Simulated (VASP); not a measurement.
## Pb: single point with PBEsol

Crystal: Pb.

```
CELL_PARAMETERS angstrom
0.00000 2.46748 2.46748
2.46748 0.00000 2.46748
2.46748 2.46748 0.00000
ATOMIC_POSITIONS crystal
Pb 0.00000 0.00000 0.00000
```

```
Program                : VASP 6.6.1
Task                   : single point
Functional             : PBEsol
Potentials or basis    : VASP PAW PBE potentials, release 64 (Pb_d)
Cutoff                 : 520 eV
k mesh                 : 14 × 14 × 14
Occupations            : gaussian, width 0.1 eV
Spin                   : no spin polarisation
Dipole correction      : no
Further INCAR settings : ALGO = Fast; EDIFF = 1e-06; NBANDS = 13
```

The pressure is 0.0 GPa and the band gap on the k mesh is zero (band 7 reaches 14.69 eV, above the bottom of band 8 at 5.61 eV).

Levels at points of the mesh, in eV from the Fermi level:
```
           k point  band 5  band 6  band 7  band 8  band 9  band 10
(0.00, 0.00, 0.00)  -16.88  -11.86    7.45    7.45    7.45     9.74
(0.50, 0.00, 0.00)  -16.74   -8.18   -4.30    5.59    5.59     9.20
(0.50, 0.50, 0.00)  -16.71   -6.74   -3.35    2.02    2.02     5.36
```

It took 74 s on 1 thread of Intel Xeon 8259CL, with other jobs on the host, peak memory 0.18 GiB.

Caveat: the PAW data sets were made with another functional, which shifts forces and pressure a little; spin-orbit coupling is left out, which moves the levels of the heavy elements.
